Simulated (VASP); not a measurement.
# Pr4Hg (Fd-3m) in VASP: a series of runs, part 2 of 2

VASP 6.6.1.

## (3) Single point, PBE

This run uses another cell than the first one, of 40.10 Å³/atom.

The input, INCAR:

```
PREC = Accurate ; ENCUT = 500
EDIFF = 1E-6 ; ISMEAR = 0
SIGMA = 0.2 ; LREAL = F
LASPH = T ; NELM = 200
ALGO = Normal ; ISIF = 2
LWAVE = F ; LCHARG = F
GGA = PE ; NBANDS = 67
GGA_COMPAT = F ; LMAXMIX = 6
```

The input, KPOINTS:

```
regular mesh
0
Gamma
  3 3 3
```

The input, POSCAR:

```
Pr4Hg
1.0
    0.0000000000      5.8527769260      5.8527769260
    5.8527769260      0.0000000000      5.8527769260
    5.8527769260      5.8527769260      0.0000000000
Pr Hg
8 2
Direct
    0.3944917123      0.3944917123      0.3944917123
    0.3944917123      0.3944917123      0.8165248630
    0.3944917123      0.8165248630      0.3944917123
    0.8555082877      0.8555082877      0.4334751370
    0.8555082877      0.8555082877      0.8555082877
    0.8165248630      0.3944917123      0.3944917123
    0.8555082877      0.4334751370      0.8555082877
    0.4334751370      0.8555082877      0.8555082877
    0.0000000000      0.0000000000      0.0000000000
    0.2500000000      0.2500000000      0.2500000000
```

Potentials or basis: VASP PAW PBE potentials, release 64 (Pr_3, Hg), 4f in core.

On the command line:

```bash
cat potpaw_PBE.64/Pr_3/POTCAR potpaw_PBE.64/Hg/POTCAR > POTCAR
mpirun -np 1 vasp_std > vasp.out
```

OUTCAR:

```text
PREC = Accurate
   ENCUT = 500
   EDIFF = 1E-6
   ISMEAR = 0
   LREAL = F
   LASPH = T
   NELM = 200
   ISIF = 2
   GGA = PE

 ion  position               nearest neighbor table
   1  0.394  0.394  0.394-  10 2.93   3 3.49   6 3.49   2 3.49
   2  0.394  0.394  0.817-  10 2.93   3 3.49   6 3.49   1 3.49
   3  0.394  0.817  0.394-  10 2.93   2 3.49   6 3.49   1 3.49
   4  0.856  0.856  0.433-   9 2.93   7 3.49   8 3.49   5 3.49
   5  0.856  0.856  0.856-   9 2.93   7 3.49   8 3.49   4 3.49
   6  0.817  0.394  0.394-  10 2.93   2 3.49   3 3.49   1 3.49
   7  0.856  0.433  0.856-   9 2.93   5 3.49   8 3.49   4 3.49
   8  0.433  0.856  0.856-   9 2.93   5 3.49   7 3.49   4 3.49
   9  0.000  0.000  0.000-   5 2.93   4 2.93   7 2.93   8 2.93
  10  0.250  0.250  0.250-   1 2.93   2 2.93   3 2.93   6 2.93

  LATTYP: Found a face centered cubic cell.
 ALAT       =    11.7055538520

  Lattice vectors:

 A1 = (   0.0000000000,   5.8527769260,   5.8527769260)
 A2 = (   5.8527769260,   0.0000000000,   5.8527769260)
[... 180 lines left out ...]
 k-point     1 :       0.0000    0.0000    0.0000
  band No.  band energies     occupation
      1     -34.2726      2.00000
      2     -34.2431      2.00000
      3     -34.1722      2.00000
      4     -34.1722      2.00000
      5     -34.1722      2.00000
      6     -34.1626      2.00000
[... 269 lines left out ...]
     66       3.5832      0.00000
     67       3.6557      0.00000

------------------------ aborting loop because EDIFF is reached ----------------------------------------

  FORCE on cell =-STRESS in cart. coord.  units (eV):
  Direction    XX          YY          ZZ          XY          YZ          ZX
  --------------------------------------------------------------------------------------
  -------------------------------------------------------------------------------------
  Total        0.1900769      0.1900769      0.1900769      0.0000000     -0.0000000      0.0000000
  in kB        0.7594934      0.7594934      0.7594934      0.0000000     -0.0000000      0.0000000
  external PRESSURE =       0.7594934 kB  Pullay stress =       0.0000000 kB

 VOLUME and BASIS-vectors are now :
 -----------------------------------------------------------------------------
  energy-cutoff  :      500.00
  volume of cell :      400.97
      direct lattice vectors                 reciprocal lattice vectors
     0.000000000  5.852776926  5.852776926    -0.085429533  0.085429533  0.085429533
     5.852776926  0.000000000  5.852776926     0.085429533 -0.085429533  0.085429533
     5.852776926  5.852776926  0.000000000     0.085429533  0.085429533 -0.085429533

 POSITION                                       TOTAL-FORCE (eV/Angst)
 -----------------------------------------------------------------------------------
      4.61774      4.61774      4.61774        -0.037931     -0.037931     -0.037931
      7.08781      7.08781      4.61774         0.037931      0.037931     -0.037931
      7.08781      4.61774      7.08781         0.037931     -0.037931      0.037931
      7.54413      7.54413     10.01420        -0.037931     -0.037931      0.037931
     10.01420     10.01420     10.01420         0.037931      0.037931      0.037931
      4.61774      7.08781      7.08781        -0.037931      0.037931      0.037931
      7.54413     10.01420      7.54413        -0.037931      0.037931     -0.037931
     10.01420      7.54413      7.54413         0.037931     -0.037931     -0.037931
      0.00000      0.00000      0.00000        -0.000000     -0.000000      0.000000
      2.92639      2.92639      2.92639        -0.000000     -0.000000      0.000000
 -----------------------------------------------------------------------------------
    total drift:                                0.000000      0.000000      0.000000

  FREE ENERGIE OF THE ION-ELECTRON SYSTEM (eV)
  ---------------------------------------------------
  free  energy   TOTEN  =       -35.5171694674 eV

  energy  without entropy=      -35.1294156294  energy(sigma->0) =      -35.32329255
```

stdout:

```text
POSCAR found type information on POSCAR PrHg
 POSCAR found :  2 types and      10 ions
 scaLAPACK will be used
 LDA part: xc-table for (Slater+PW92), standard interpolation
 POSCAR, INCAR and KPOINTS ok, starting setup
 FFT: planning ... GRIDC
 FFT: planning ... GRID_SOFT
 FFT: planning ... GRID
 WAVECAR not read
 entering main loop
```

It took 2.5 min on 1 thread of Intel Xeon 6975P-C (Granite Rapids), shared host; peak memory 0.48 GiB.

Results:

```
Free energy            : -35.5172 eV
Pressure               : 0.1 GPa
Largest force          : 0.066 eV/Å
Band gap on the k mesh : zero (bands 56 and 57 overlap by 0.25 eV)
```

Forces on the atoms (eV/Å):
```
Pr  -0.038 -0.038 -0.038
Pr   0.038  0.038 -0.038
Pr   0.038 -0.038  0.038
Pr  -0.038 -0.038  0.038
Pr   0.038  0.038  0.038
Pr  -0.038  0.038  0.038
Pr  -0.038  0.038 -0.038
Pr   0.038 -0.038 -0.038
Hg   0.000  0.000  0.000
Hg   0.000  0.000  0.000
```

Caveat: spin-orbit coupling is left out, which moves the levels of the heavy elements; the 4f electrons are frozen in the core, so they carry no moment and show no levels. Spin polarisation is off, so any magnetic state and its effect on volume and gap are missing.

## (4) Single point, PBE

This run uses another cell than the first one, of 49.22 Å³/atom.

The input, INCAR:

```
  PREC = Accurate
  ENCUT = 500
  EDIFF = 1E-6
  ISMEAR = 0
  SIGMA = 0.2
  LREAL = F
  LASPH = T
  NELM = 200
  ALGO = Normal
  ISIF = 2
  LWAVE = F
  LCHARG = T
  GGA = PE
  LELF = T
  LVHAR = T
  NBANDS = 67
  GGA_COMPAT = F
  LMAXMIX = 6
```

KPOINTS is that of step 3.

The input, POSCAR:

```
Pr4Hg
1.0
    0.0000000000      6.2664697441      6.2664697441
    6.2664697441      0.0000000000      6.2664697441
    6.2664697441      6.2664697441      0.0000000000
Pr Hg
8 2
Direct
    0.6250000000      0.6250000000      0.6250000000
    0.6250000000      0.6250000000      0.1250000000
    0.6250000000      0.1250000000      0.6250000000
    0.1250000000      0.6250000000      0.6250000000
    0.1250000000      0.1250000000      0.1250000000
    0.1250000000      0.1250000000      0.6250000000
    0.1250000000      0.6250000000      0.1250000000
    0.6250000000      0.1250000000      0.1250000000
    0.0000000000      0.0000000000      0.0000000000
    0.2500000000      0.2500000000      0.2500000000
```

On the command line:

```bash
cat potpaw_PBE.64/Pr_3/POTCAR potpaw_PBE.64/Hg/POTCAR > POTCAR
mpirun -np 1 vasp_std > vasp.out
```

Wall time 3.5 min (1 thread of Intel Xeon 6975P-C (Granite Rapids), shared host); peak memory 0.71 GiB.

Results (log left out):

* Free energy: -30.1278 eV
* Pressure: 0.5 GPa
* Band gap on the k mesh: zero (bands 56 and 57 overlap by 0.28 eV)

Levels at points of the mesh, in eV from the Fermi level:
| k point | band 52 | band 53 | band 54 | band 55 | band 56 | band 57 | band 58 | band 59 | band 60 | band 61 |
| --- | --- | --- | --- | --- | --- | --- | --- | --- | --- | --- |
| (0.00, 0.00, 0.00) | -0.84 | -0.38 | -0.38 | 0.23 | 0.23 | 0.23 | 0.34 | 0.34 | 0.34 | 0.92 |

Caveat: spin-orbit coupling is left out, which moves the levels of the heavy elements; the 4f electrons are frozen in the core, so they carry no moment and show no levels. Spin polarisation is off, so any magnetic state and its effect on volume and gap are missing.

## (5) Overview

```csv
cell,gap on the mesh (eV),pressure (GPa),largest force (eV/Å)
"a = 8.215 Å, angles 60.0°, 10 atoms, atomic positions A",none,0.8,0.15
"a = 8.277 Å, angles 60.0°, 10 atoms, atomic positions B",none,0.1,0.07
"a = 8.862 Å, angles 60.0°, 10 atoms, atomic positions C",none,0.5,-
```

Alike in all rows: task single point; level PBE; potentials or basis VASP PAW PBE potentials, release 64 (Pr_3, Hg), 4f in core; no spin polarisation; k mesh 3 × 3 × 3; cutoff (eV) 500; smearing gaussian 0.2 eV.

Caveats: spin-orbit coupling is left out, which moves the levels of the heavy elements; the 4f electrons are frozen in the core, so they carry no moment and show no levels.

Total energies depend on the potentials used, so only differences within one code and one set of settings carry meaning.
